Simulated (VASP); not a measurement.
Here is a VASP 6.6.1 calculation.

INCAR

```
SYSTEM = Al
ALGO     = Normal         ! electronic algorithm
EDIFF    = 1E-6           ! SCF threshold, eV
ENCUT    = 520            ! plane-wave cutoff, eV
GGA      = PS             ! functional
ISIF     = 2              ! what is computed and relaxed
ISMEAR   = -1             ! smearing method
IVDW     = 12             ! dispersion correction
LASPH    = .True.         ! aspherical terms in the spheres
LCHARG   = .False.        ! write CHGCAR
LREAL    = .False.        ! projectors in reciprocal space
LWAVE    = .False.        ! write WAVECAR
NBANDS   = 10             ! bands
NELM     = 60             ! most SCF steps
PREC     = Accurate       ! precision mode
SIGMA    = 0.05           ! smearing width, eV
```

Contents of KPOINTS:

```
k-points
0
Gamma
  11 11 6
  0 0 0
```

The input POSCAR:

```
Al
1.0
    2.8124553515      0.0000000000      0.0000000000
   -1.4062276757      2.4356577814      0.0000000000
    0.0000000000      0.0000000000      4.8668500000
Al
2
Direct
    0.3333333333      0.6666666667      0.2500000000
    0.6666666667      0.3333333333      0.7500000000
```

Potentials or basis: VASP PAW PBE potentials, release 64 (Al).

Launch:

```bash
$ cat potpaw_PBE.64/Al/POTCAR > POTCAR
$ mpirun -np 1 vasp_std > vasp.out
```

Q: What does it give for the dispersion energy per atom?

A: -0.314 eV.

Q: What does it give for the band gap on the k mesh?

A: Zero (band 3 reaches 11.30 eV, above the bottom of band 4 at 4.91 eV).

Q: What does it give for the pressure?

A: -4.4 GPa.

Stress tensor (GPa, compression positive):
```
-2.81  0.00  0.00
 0.00 -2.81  0.00
 0.00  0.00 -7.45
```

Caveat: three body term missing; the PAW data sets were made with another functional, which shifts forces and pressure a little; pairwise dispersion overbinds metals, which lowers pressure and volume.
